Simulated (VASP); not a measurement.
A run of VASP 6.6.1 is set up as follows.

File INCAR:

```
PREC = Accurate
ENCUT = 520
EDIFF = 1E-6
ISMEAR = 0
SIGMA = 0.1
LREAL = False
LASPH = True
NELM = 100
ALGO = Normal
ISIF = 2
LWAVE = False
LCHARG = False
GGA = PE
NBANDS = 17
```

KPOINTS

```
regular mesh
0
Gamma
  6 6 4
```

The input POSCAR:

```
ZnReH
1.0
    3.0410438600      0.0000000000      0.0000000000
    0.0000000000      3.0410438600      0.0000000000
    0.0000000000      0.0000000000      4.5581320800
Zn Re H
1 1 1
Direct
    0.0000000000      0.0000000000      0.5000000000
    0.0000000000      0.0000000000      0.0000000000
    0.5000000000      0.5000000000      0.0000000000
```

Potentials or basis: VASP PAW PBE potentials, release 64 (Zn, Re, H).

Run with:

```bash
$ cat potpaw_PBE.64/Zn/POTCAR potpaw_PBE.64/Re/POTCAR potpaw_PBE.64/H/POTCAR > POTCAR
$ mpirun -np 1 vasp_std > vasp.out
```

(1) Predict the pressure.

(2) Predict the band gap on the k mesh.

Results:

(1) -1.0 GPa.

(2) zero (bands 10 and 11 overlap by 2.58 eV).

Caveat: spin-orbit coupling is left out, which moves the levels of the heavy elements.
